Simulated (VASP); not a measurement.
# BN in VASP: a series of runs

The runs below take BN through single point, with PBE+D3(BJ).

Everything below comes from runs of VASP 6.6.1. Logs are shortened: lines on timing, memory, paths and dates and some standing lists are left out, and cuts for length are marked.

### 1 The cell of the first run

The cell holds a slab with vacuum, 2 atoms: a = 2.509 Å, b = 2.509 Å, c = 26.006 Å, α = 90.00°, β = 90.00°, γ = 120.00°.

### 2 Single point, PBE+D3(BJ)

The input, INCAR:

```
SYSTEM = BN
ALGO = Normal ; DIPOL = 0.5 0.5 0.500
EDIFF = 1E-6 ; ENCUT = 520
GGA = PE ; IDIPOL = 3
ISIF = 2 ; ISMEAR = 0
IVDW = 12 ; LASPH = .TRUE.
LCHARG = .TRUE. ; LDIPOL = .TRUE.
LELF = .TRUE. ; LREAL = .FALSE.
LVACPOTAV = .TRUE. ; LVHAR = .TRUE.
LWAVE = .FALSE. ; NBANDS = 11
NELM = 100 ; PREC = Accurate
SIGMA = 0.02
```

The input, KPOINTS:

```
k-points
0
G
  12 12 1
  0 0 0
```

The input, POSCAR:

```
BN
1.0
    2.5087669921      0.0000000000      0.0000000000
   -1.2543834961      2.1726559473      0.0000000000
    0.0000000000      0.0000000000     26.0058402783
B N
1 1
Direct
    0.6666666667      0.3333333333      0.5000001102
    0.3333333333      0.6666666667      0.4999998898
```

Potentials or basis: VASP PAW PBE potentials, release 64 (B, N).

Started as:

```console
> cat potpaw_PBE.64/B/POTCAR potpaw_PBE.64/N/POTCAR > POTCAR
> mpirun -np 1 vasp_std > vasp.out
```

OUTCAR:

```text
SYSTEM = BN
   EDIFF = 1E-6
   ENCUT = 520
   GGA = PE
   ISIF = 2
   ISMEAR = 0
   IVDW = 12
   LASPH = .TRUE.
   LREAL = .FALSE.
   NELM = 100
   PREC = Accurate
 IVDW          = 12

 ion  position               nearest neighbor table
   1  0.667  0.333  0.500-   2 1.45   2 1.45   2 1.45
   2  0.333  0.667  0.500-   1 1.45   1 1.45   1 1.45

  LATTYP: Found a hexagonal cell.
 ALAT       =     2.5087669921
 C/A-ratio  =    10.3659847089

  Lattice vectors:

 A1 = (   2.5087669921,   0.0000000000,   0.0000000000)
 A2 = (  -1.2543834961,   2.1726559473,   0.0000000000)
 A3 = (   0.0000000000,   0.0000000000,  26.0058402783)

Analysis of symmetry for initial positions (statically):
=====================================================================
 Subroutine PRICEL returns:
 Original cell was already a primitive cell.

 Routine SETGRP: Setting up the symmetry group for a
 hexagonal supercell.

 Subroutine GETGRP returns: Found 12 space group operations
 (whereof 12 operations were pure point group operations)
 out of a pool of 24 trial point group operations.

The static configuration has the point symmetry D_3h.

Analysis of symmetry for dynamics (positions and initial velocities):
=====================================================================
 Subroutine PRICEL returns:
 Original cell was already a primitive cell.

 Routine SETGRP: Setting up the symmetry group for a
 hexagonal supercell.

 Subroutine GETGRP returns: Found 12 space group operations
 (whereof 12 operations were pure point group operations)
 out of a pool of 24 trial point group operations.

The dynamic configuration has the point symmetry D_3h.

 Subroutine INISYM returns: Found 12 space group operations
 (whereof 12 operations are pure point group operations),
 and found     1 'primitive' translations

----------------------------------------------------------------------------------------

                                     Primitive cell

  volume of cell :     141.7497

  direct lattice vectors                    reciprocal lattice vectors
     2.508766992  0.000000000  0.000000000     0.398602183  0.230133078  0.000000000
    -1.254383496  2.172655947  0.000000000     0.000000000  0.460266155  0.000000000
     0.000000000  0.000000000 26.005840278     0.000000000  0.000000000  0.038452901

  length of vectors
     2.508766992  2.508766992 26.005840278     0.460266155  0.460266155  0.038452901

  position of ions in fractional coordinates (direct lattice)
     0.666666667  0.333333333  0.500000110
     0.333333333  0.666666667  0.499999890

  ion indices of the primitive-cell ions
   primitive index   ion index
                 1           1
                 2           2

----------------------------------------------------------------------------------------

 KPOINTS: k-points

Automatic generation of k-mesh.
 Grid dimensions read from file:
 generate k-points for:   12   12    1

 Generating k-lattice:

  Cartesian coordinates                     Fractional coordinates (reciprocal lattice)
     0.033216849  0.019177756  0.000000000     0.083333333  0.000000000  0.000000000
     0.000000000  0.038355513  0.000000000     0.000000000  0.083333333  0.000000000
     0.000000000  0.000000000  0.038452901     0.000000000  0.000000000  1.000000000

  Length of vectors
     0.038355513  0.038355513  0.038452901

  Shift w.r.t. Gamma in fractional coordinates (k-lattice)
     0.000000000  0.000000000  0.000000000

 Subroutine IBZKPT returns following result:
 ===========================================

 Found     19 irreducible k-points:

 Following reciprocal coordinates:
            Coordinates               Weight
  0.000000  0.000000  0.000000      1.000000
  0.083333  0.000000  0.000000      6.000000
  0.166667  0.000000  0.000000      6.000000
  0.250000  0.000000  0.000000      6.000000
  0.333333  0.000000  0.000000      6.000000
  0.416667  0.000000  0.000000      6.000000
[... 11 lines left out ...]
  0.333333  0.250000  0.000000     12.000000
  0.333333  0.333333  0.000000      2.000000
   k-points           NKPTS =     19   k-points in BZ     NKDIM =     19   number of bands    NBANDS=     11
   number of dos      NEDOS =    301   number of ions     NIONS =      2
   total plane-waves  NPLWV =  78400
   dimension x,y,z NGX =    20 NGY =   20 NGZ =  196
   dimension x,y,z NGXF=    40 NGYF=   40 NGZF=  392
   ions per type =               1   1
   NGX,Y,Z   is equivalent  to a cutoff of  13.25, 13.25, 12.53 a.u.
   NGXF,Y,Z  is equivalent  to a cutoff of  26.51, 26.51, 25.06 a.u.
 SYSTEM =  BN
   PREC   = accura    normal or accurate (medium, high low for compatibility)
   ISTART =      0    job   : 0-new  1-cont  2-samecut
   ICHARG =      2    charge: 1-file 2-atom 10-const
   ISPIN  =      1    spin polarized calculation?
   LNONCOLLINEAR =      F non collinear calculations
   LSORBIT =      F    spin-orbit coupling
   LASPH  =      T    aspherical Exc in radial PAW
   ENCUT  =  520.0 eV  38.22 Ry    6.18 a.u.   4.66  4.66 48.35*2*pi/ulx,y,z
   NELM   =    100;   NELMIN=  2; NELMDL= -5     # of ELM steps
   EDIFF  = 0.1E-05   stopping-criterion for ELM
   LREAL  =      F    real-space projection
   EDIFFG = 0.1E-04   stopping-criterion for IOM
   NSW    =      0    number of steps for IOM
   IBRION =     -1    ionic relax: 0-MD 1-quasi-New 2-CG
   NFREE  =      0    steps in history (QN), initial steepest desc. (CG)
   ISIF   =      2    stress and relaxation
   ISYM   =      2    0-nonsym 1-usesym 2-fastsym
   POTIM  = 0.5000    time-step for ionic-motion
   TEBEG  =    0.0;   TEEND  =   0.0 temperature during run
   PSTRESS=    0.0 pullay stress
   NELECT =       8.0000    total number of electrons
   NUPDOWN=      -1.0000    fix difference up-down
   EMIN   =  10.00;   EMAX   =-10.00  energy-range for DOS
   EFERMI =   0.00;   METHOD = LEGACY
   ISMEAR =     0;   SIGMA  =   0.02  broadening in eV -4-tet -1-fermi 0-gaus
   EFERMI_NEDOS =   21; number of points for ismear=-14 and -15
   IALGO  =     38    algorithm
   IMIX   =      4    mixing-type and parameters
     AMIX     =   0.40;   BMIX     =  1.00
     AMIX_MAG =   1.60;   BMIX_MAG =  1.00
  volume/ion in A,a.u.               =      70.87       478.29
  Fermi-wavevector in a.u.,A,eV,Ry     =   0.627958  1.186669  5.365207  0.394332
  Thomas-Fermi vector in A             =   1.689738
   LORBIT       =      0    0 simple, 1 ext, 2 COOP (PROOUT), +10 PAW based schemes
   GGA     = PE    functional components
   LHFCALC =     F    Hartree Fock is set to
   AEXX    =    0.0000 exact exchange contribution
   IVDW    =    12    specifies the selected vdW correction
   LEPSILON=     F    determine dielectric tensor
   LRPA    =     F    only Hartree local field effects (RPA)
 non-spin polarized calculation
 Gauss-broadening in eV      SIGMA  =   0.02
  energy-cutoff  :      520.00
  volume of cell :      141.75
 maximum number of plane-waves:      3843
 NGX is ok and might be reduce to    20
   NGX =  9   NGY =  9   NGZ = 97

 dipolmoment           0.000000      0.000000     -0.000000 electrons x Angstroem

 number of electron       7.9999999 magnetization

 dipolmoment           0.000000      0.000000      0.000005 electrons x Angstroem

 Free energy of the ion-electron system (eV)
  ---------------------------------------------------
  ext. energy  EPLUGINS =         0.00000000
  ---------------------------------------------------
  free energy    TOTEN  =       -17.60029361 eV

  energy without entropy =      -17.60029361  energy(sigma->0) =      -17.60029361

 E-fermi :  -4.5903     XC(G=0):  -1.6370

 val. band max:       -4.7797137427   @ k =   0.3333   0.3333   0.0000
 cond. band min:      -0.1071012951   @ k =   0.3333   0.3333   0.0000
 fundamental gap:      4.6726124476
 Fermi energy:        -4.5902681831

 k-point     1 :       0.0000    0.0000    0.0000
  band No.  band energies     occupation
      1     -22.4174      2.00000
      2     -10.0001      2.00000
      3      -6.1275      2.00000
      4      -6.1275      2.00000
      5      -0.0918      0.00000
      6       0.7956      0.00000
      7       1.0756      0.00000
      8       1.5342      0.00000
      9       1.7950      0.00000
     10       2.7001      0.00000
     11       3.0412      0.00000

 k-point     2 :       0.0833    0.0000    0.0000
  band No.  band energies     occupation
      1     -22.2844      2.00000
      2      -9.8214      2.00000
      3      -6.6856      2.00000
      4      -6.3844      2.00000
      5       0.1376      0.00000
      6       1.0078      0.00000
      7       1.2971      0.00000
      8       1.7509      0.00000
      9       2.0179      0.00000
     10       2.9107      0.00000
     11       3.2653      0.00000

 k-point     3 :       0.1667    0.0000    0.0000
  band No.  band energies     occupation
      1     -21.8926      2.00000
      2      -9.2935      2.00000
      3      -8.0923      2.00000
      4      -7.0099      2.00000
      5       0.7989      0.00000
      6       1.6342      0.00000
      7       1.9608      0.00000
      8       2.3959      0.00000
      9       2.6799      0.00000
     10       3.5245      0.00000
     11       3.9217      0.00000
[... 197 lines left out ...]
 k-point    18 :       0.3333    0.2500    0.0000
  band No.  band energies     occupation
      1     -18.9636      2.00000
      2     -12.8781      2.00000
      3     -11.2556      2.00000
      4      -5.1000      2.00000
      5       0.1170      0.00000
      6       7.4876      0.00000
      7       7.7658      0.00000
      8       9.0074      0.00000
      9       9.2749      0.00000
     10       9.3202      0.00000
     11       9.9080      0.00000

 k-point    19 :       0.3333    0.3333    0.0000
  band No.  band energies     occupation
      1     -18.7712      2.00000
      2     -12.6602      2.00000
      3     -11.9397      2.00000
      4      -4.7797      2.00000
      5      -0.1071      0.00000
      6       7.5760      0.00000
      7       8.5317      0.00000
      8       9.8180      0.00000
      9      10.3505      0.00000
     10      11.1351      0.00000
     11      11.4665      0.00000

------------------------ aborting loop because EDIFF is reached ----------------------------------------

 Edisp (eV)   -0.15415

 E8    (eV) :    -0.0495

  FORCE on cell =-STRESS in cart. coord.  units (eV):
  Direction    XX          YY          ZZ          XY          YZ          ZX
  --------------------------------------------------------------------------------------
  -------------------------------------------------------------------------------------
  Total       0.02073     0.02073    -0.01879    -0.00000    -0.00000    -0.00000
  in kB       0.23427     0.23427    -0.21243    -0.00000    -0.00000    -0.00000
  external pressure =        0.09 kB  Pullay stress =        0.00 kB

 VOLUME and BASIS-vectors are now :
 -----------------------------------------------------------------------------
  energy-cutoff  :      520.00
  volume of cell :      141.75
      direct lattice vectors                 reciprocal lattice vectors
     2.508766992  0.000000000  0.000000000     0.398602183  0.230133078  0.000000000
    -1.254383496  2.172655947  0.000000000     0.000000000  0.460266155  0.000000000
     0.000000000  0.000000000 26.005840278     0.000000000  0.000000000  0.038452901

 POSITION                                       TOTAL-FORCE (eV/Angst)
 -----------------------------------------------------------------------------------
      1.25438      0.72422     13.00292        -0.000000      0.000000      0.000000
     -0.00000      1.44844     13.00292         0.000000      0.000000      0.000000
 -----------------------------------------------------------------------------------
    total drift:                                0.000000     -0.000000      0.002262

  FREE ENERGIE OF THE ION-ELECTRON SYSTEM (eV)
  ---------------------------------------------------
  free  energy   TOTEN  =       -17.7544427027 eV

  energy  without entropy=      -17.7544427027  energy(sigma->0) =      -17.75444270

 vacuum level on the upper side and lower side of the slab         1.032         1.032
```

It took 22 s on 1 thread of Intel Xeon 6975P-C (Granite Rapids), shared host; peak memory 0.26 GiB.

What came out:

```
Free energy                : -17.7544 eV
Band gap on the k mesh     : 4.67 eV, direct
Dispersion energy per atom : -0.077 eV
```

Levels at points of the mesh, in eV from the valence-band top:
| k point | band 2 | band 3 | band 4 | band 5 | band 6 | band 7 |
| --- | --- | --- | --- | --- | --- | --- |
| (0.00, 0.00, 0.00) | -5.22 | -1.35 | -1.35 | 4.69 | 5.58 | 5.86 |
| (0.50, 0.00, 0.00) | -8.87 | -4.13 | -0.90 | 4.79 | 9.70 | 12.46 |

### 3 Single point, PBE+D3(BJ)

This run uses another cell than the first one, of 70.73 Å³/atom, 0.998 times its volume.

The input, INCAR:

```
PREC = Accurate ; ENCUT = 520
EDIFF = 1E-7 ; ISMEAR = 0
SIGMA = 0.02 ; LREAL = False
LASPH = True ; NELM = 80
ALGO = Normal ; ISIF = 2
LWAVE = False ; LCHARG = False
LDIPOL = True ; IDIPOL = 3
DIPOL = 0.5 0.5 0.500 ; GGA = PE
IVDW = 12 ; NBANDS = 11
```

The input, KPOINTS:

```
Automatic mesh
0
Gamma
  12 12 1
```

The input, POSCAR:

```
BN
1.0
    2.5061138137      0.0000000000      0.0000000000
   -1.2530569069      2.1703582275      0.0000000000
    0.0000000000      0.0000000000     26.0058402783
B N
1 1
Direct
    0.6666666667      0.3333333333      0.4999438561
    0.3333333333      0.6666666667      0.5000561439
```

Potentials or basis: VASP PAW PBE potentials, release 64 (B, N).

Started as:

```console
> cat potpaw_PBE.64/B/POTCAR potpaw_PBE.64/N/POTCAR > POTCAR
> mpirun -np 1 vasp_std > vasp.out
```

OUTCAR:

```text
PREC = Accurate
   ENCUT = 520
   EDIFF = 1E-7
   ISMEAR = 0
   LREAL = False
   LASPH = True
   NELM = 80
   ISIF = 2
   GGA = PE
   IVDW = 12
 IVDW          = 12

 ion  position               nearest neighbor table
   1  0.667  0.333  0.500-   2 1.45   2 1.45   2 1.45
   2  0.333  0.667  0.500-   1 1.45   1 1.45   1 1.45

  LATTYP: Found a hexagonal cell.
 ALAT       =     2.5061138137
 C/A-ratio  =    10.3769589937

  Lattice vectors:

 A1 = (   2.5061138137,   0.0000000000,   0.0000000000)
 A2 = (  -1.2530569069,   2.1703582275,   0.0000000000)
 A3 = (   0.0000000000,   0.0000000000,  26.0058402783)

Analysis of symmetry for initial positions (statically):
=====================================================================
 Subroutine PRICEL returns:
 Original cell was already a primitive cell.

 Routine SETGRP: Setting up the symmetry group for a
 hexagonal supercell.

 Subroutine GETGRP returns: Found  6 space group operations
 (whereof  6 operations were pure point group operations)
 out of a pool of 24 trial point group operations.

The static configuration has the point symmetry C_3v.

Analysis of symmetry for dynamics (positions and initial velocities):
=====================================================================
 Subroutine PRICEL returns:
 Original cell was already a primitive cell.

 Routine SETGRP: Setting up the symmetry group for a
 hexagonal supercell.

 Subroutine GETGRP returns: Found  6 space group operations
 (whereof  6 operations were pure point group operations)
 out of a pool of 24 trial point group operations.

The dynamic configuration has the point symmetry C_3v.

 Subroutine INISYM returns: Found  6 space group operations
 (whereof  6 operations are pure point group operations),
 and found     1 'primitive' translations

----------------------------------------------------------------------------------------

                                     Primitive cell

  volume of cell :     141.4500

[... 117 lines left out ...]
 maximum number of plane-waves:      3838
 NGX is ok and might be reduce to    20
   NGX =  9   NGY =  9   NGZ = 97

 number of electron       7.9999999 magnetization

 dipolmoment           0.000000      0.000000      0.000702 electrons x Angstroem

 Free energy of the ion-electron system (eV)
  ---------------------------------------------------
  ext. energy  EPLUGINS =         0.00000000
  ---------------------------------------------------
  free energy    TOTEN  =       -17.59969275 eV

  energy without entropy =      -17.59969275  energy(sigma->0) =      -17.59969275

 E-fermi :  -4.6912     XC(G=0):  -1.6307

 val. band max:       -4.7742288503   @ k =   0.3333   0.3333   0.0000
 cond. band min:      -0.0934789664   @ k =   0.3333   0.3333   0.0000
 fundamental gap:      4.6807498839
 Fermi energy:        -4.6911915424

 k-point     1 :       0.0000    0.0000    0.0000
  band No.  band energies     occupation
      1     -22.4308      2.00000
      2     -10.0109      2.00000
      3      -6.1183      2.00000
      4      -6.1183      2.00000
      5      -0.0891      0.00000
      6       0.8004      0.00000
      7       1.0883      0.00000
      8       1.5471      0.00000
      9       1.8013      0.00000
     10       2.7139      0.00000
     11       3.0507      0.00000
[... 239 lines left out ...]
 k-point    19 :       0.3333    0.3333    0.0000
  band No.  band energies     occupation
      1     -18.7724      2.00000
      2     -12.6726      2.00000
      3     -11.9379      2.00000
      4      -4.7742      2.00000
      5      -0.0935      0.00000
      6       7.5910      0.00000
      7       8.5643      0.00000
      8       9.8432      0.00000
      9      10.3727      0.00000
     10      11.1609      0.00000
     11      11.4935      0.00000

------------------------ aborting loop because EDIFF is reached ----------------------------------------

 vacuum level on the upper side and lower side of the slab       (xc-potential included)         0.000        -0.023

 Edisp (eV)   -0.15448

 E8    (eV) :    -0.0496

  FORCE on cell =-STRESS in cart. coord.  units (eV):
  Direction    XX          YY          ZZ          XY          YZ          ZX
  --------------------------------------------------------------------------------------
  -------------------------------------------------------------------------------------
  Total       0.14939     0.14939    -0.01887    -0.00000     0.00000    -0.00000
  in kB       1.69209     1.69209    -0.21368    -0.00000     0.00000    -0.00000
  external pressure =        1.06 kB  Pullay stress =        0.00 kB

 VOLUME and BASIS-vectors are now :
 -----------------------------------------------------------------------------
  energy-cutoff  :      520.00
  volume of cell :      141.45
      direct lattice vectors                 reciprocal lattice vectors
     2.506113814  0.000000000  0.000000000     0.399024176  0.230376716  0.000000000
    -1.253056907  2.170358227  0.000000000     0.000000000  0.460753431  0.000000000
     0.000000000  0.000000000 26.005840278     0.000000000  0.000000000  0.038452901

 POSITION                                       TOTAL-FORCE (eV/Angst)
 -----------------------------------------------------------------------------------
      1.25306      0.72345     13.00146         0.000000      0.000000      0.042119
     -0.00000      1.44691     13.00438         0.000000     -0.000000     -0.042119
 -----------------------------------------------------------------------------------
    total drift:                                0.000000     -0.000000      0.000011

  FREE ENERGIE OF THE ION-ELECTRON SYSTEM (eV)
  ---------------------------------------------------
  free  energy   TOTEN  =       -17.7541746208 eV

  energy  without entropy=      -17.7541746208  energy(sigma->0) =      -17.75417462

 vacuum level on the upper side and lower side of the slab         1.032         1.008
```

It took 22 s on 1 thread of Intel Xeon 6975P-C (Granite Rapids), shared host; peak memory 0.26 GiB.

What came out:

* Free energy: -17.7542 eV
* Largest force: 0.042 eV/Å
* Band gap on the k mesh: 4.68 eV, direct
* Dispersion energy per atom: -0.077 eV

Forces on the atoms (eV/Å):
```
B    0.000  0.000  0.042
N    0.000  0.000 -0.042
```

Levels at points of the mesh, in eV from the valence-band top:
```tsv
k point	band 2	band 3	band 4	band 5	band 6	band 7
(0.00, 0.00, 0.00)	-5.24	-1.34	-1.34	4.69	5.57	5.86
(0.50, 0.00, 0.00)	-8.88	-4.13	-0.90	4.79	9.73	12.47
```
